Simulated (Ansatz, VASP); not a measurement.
**One calculation of Pd, two programs**

```
Pd
1.0
     3.16799    0.00000    0.00000
     0.00000    3.16799    0.00000
     0.00000    0.00000    3.16799
Pd
2
Direct
  0.00000 0.00000 0.00000
  0.50000 0.50000 0.50000
```

Alike in both runs: task single point; functional RPBE; k mesh 16 × 16 × 16; occupations fermi-dirac, width 0.05 eV; collinear spin.

|  | VASP | Ansatz |
| --- | --- | --- |
| version | VASP 6.6.1 | Ansatz 0.2.0 |
| potentials or method | VASP PAW PBE potentials, release 64 (Pd), cutoff 520 eV | plane waves (420 eV) with PAW, scalar-relativistic |
| valence electrons in the cell | 20 | 36 |

|  | VASP | Ansatz | Ansatz less VASP |
| --- | --- | --- | --- |
| net moment per atom (μB) | 0.00 | 0.00 | 0.000 |

VASP's potentials were made for PBE, not for RPBE. VASP's potentials hold 20 valence electrons a cell and Ansatz's 36, so a difference there can come from the potentials and not from the codes. Ansatz's warnings: seeded moment not kept.
